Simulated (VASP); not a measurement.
WS2, 6 atoms in the cell. Symmetry: P6_3/mmc, No. 194, hexagonal system. The conventional cell has a = 3.180 Å, b = 3.180 Å, c = 12.500 Å, α = 90.00°, β = 90.00°, γ = 120.00°. W (site symmetry -6m2) has 6 S at 2.45 Å and 6 W at 3.18 Å within 3.2 Å. Within 3.2 Å of S (site symmetry 3m) lie 3 W at 2.45 Å and 6 S at 3.18 Å. 

```yaml
Program: VASP 6.6.1
Task: single point
Functional: PBE
Potentials_or_basis: VASP PAW PBE potentials, release 64 (W_sv, S)
Cutoff: 520 eV
k_mesh: 6 × 6 × 2
Occupations: gaussian, width 0.1 eV
Spin: no spin polarisation
Dipole_correction: no
Further_INCAR_settings: ALGO = Normal; EDIFF = 1e-06; NBANDS = 35
```

Potentials or basis: VASP PAW PBE potentials, release 64 (W_sv, S).

Run with:

```console
$ cat potpaw_PBE.64/W_sv/POTCAR potpaw_PBE.64/S/POTCAR > POTCAR
$ mpirun -np 1 vasp_std > vasp.out
```

Hardware: 1 thread of Intel(R) Xeon(R) Platinum 8259CL CPU @ 2.50GHz (Skylake/Cascade Lake), with other jobs on the host.

How long does it take, and how much memory?

It took 40 s on 1 thread of Intel(R) Xeon(R) Platinum 8259CL CPU @ 2.50GHz (Skylake/Cascade Lake), with other jobs on the host, peak memory 0.23 GiB. Counts: scf iterations 15, k points 14.
